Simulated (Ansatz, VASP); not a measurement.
## One calculation of CaSe, two programs

```xyz
2
Lattice="0.0000 2.9675 2.9675 2.9675 0.0000 2.9675 2.9675 2.9675 0.0000" Properties=species:S:1:pos:R:3 pbc="T T T"
Ca    0.0000    0.0000    0.0000
Se    2.9675    2.9675    2.9675
```

Alike in both runs: task single point; functional r2SCAN; k mesh 8 × 8 × 8; no spin polarisation.

```csv
,VASP,Ansatz
version,VASP 6.6.1,Ansatz 0.2.0
potentials or method,"VASP PAW PBE potentials, release 64 (Ca_sv, Se)","plane waves, PAW"
plane-wave cutoff (eV),520,500
occupations,"gaussian, width 0.01 eV",fixed
valence electrons in the cell,16,26
```

Ansatz gave:

| Property | Result |
| --- | --- |
| gap on the k mesh at the Fermi level (eV) | 2.52 |
| pressure (GPa) | 0.0 |

**Question.** Estimate VASP's values.

**Answer.** gap on the k mesh at the Fermi level (eV): 2.52; pressure (GPa): 0.2.

VASP's potentials were made for PBE, not for r2SCAN. VASP's potentials hold 16 valence electrons a cell and Ansatz's 26, so a difference there can come from the potentials and not from the codes.
